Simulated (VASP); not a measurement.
Li5Ge: single point with PBE

The system is Li5Ge.

```
Li Ge
1.0
     4.30705    0.00000    0.00000
     0.00000    4.30705    0.00000
     0.00000    0.00000    5.02806
Li Ge
5 1
Cartesian
  0.0000 2.1535 1.0775
  2.1535 0.0000 1.0775
  0.0000 2.1535 3.9506
  2.1535 0.0000 3.9506
  2.1535 2.1535 2.5140
  0.0000 0.0000 2.5140
```

| Quantity | Value |
| --- | --- |
| Program | VASP 6.6.1 |
| Task | single point |
| Functional | PBE |
| Potentials or basis | VASP PAW PBE potentials, release 64 (Li_sv, Ge_d) |
| Cutoff | 520 eV |
| k mesh | 4 × 4 × 4 |
| Occupations | gaussian, width 0.1 eV |
| Spin | no spin polarisation |
| Dipole correction | no |
| Further INCAR settings | ALGO = Normal; EDIFF = 1e-07; NBANDS = 24 |

```yaml
Largest_force: 0.536 eV/Å
```

Forces in eV/Å, atoms in the order of the input:
```
Li   0.000  0.000  0.536
Li   0.000  0.000  0.536
Li   0.000  0.000 -0.536
Li   0.000  0.000 -0.536
Li   0.000  0.000  0.000
Ge   0.000  0.000  0.000
```

Levels at points of the mesh, in eV from the Fermi level:
```tsv
k point	band 13	band 14	band 15	band 16	band 17	band 18
(0.00, 0.00, 0.00)	-1.08	-1.08	-0.68	2.08	3.77	5.09
(0.50, 0.00, 0.00)	-0.26	0.02	0.56	0.68	2.16	2.27
(0.50, 0.50, 0.00)	-2.46	-1.38	-0.26	2.37	2.46	2.46
(0.00, 0.00, 0.50)	-0.60	-0.60	2.25	2.34	2.48	2.48
(0.50, 0.00, 0.50)	-2.27	-1.23	0.38	3.13	3.23	4.01
(0.50, 0.50, 0.50)	-2.34	-2.02	-0.64	0.38	1.78	1.78
```

Run time: 37 s on 1 thread of AMD EPYC 7R43 64-Core Processor (Zen 3), with other jobs on the host, peak memory 0.16 GiB.

Caveat: the k points lie up to 0.36 Å⁻¹ apart.
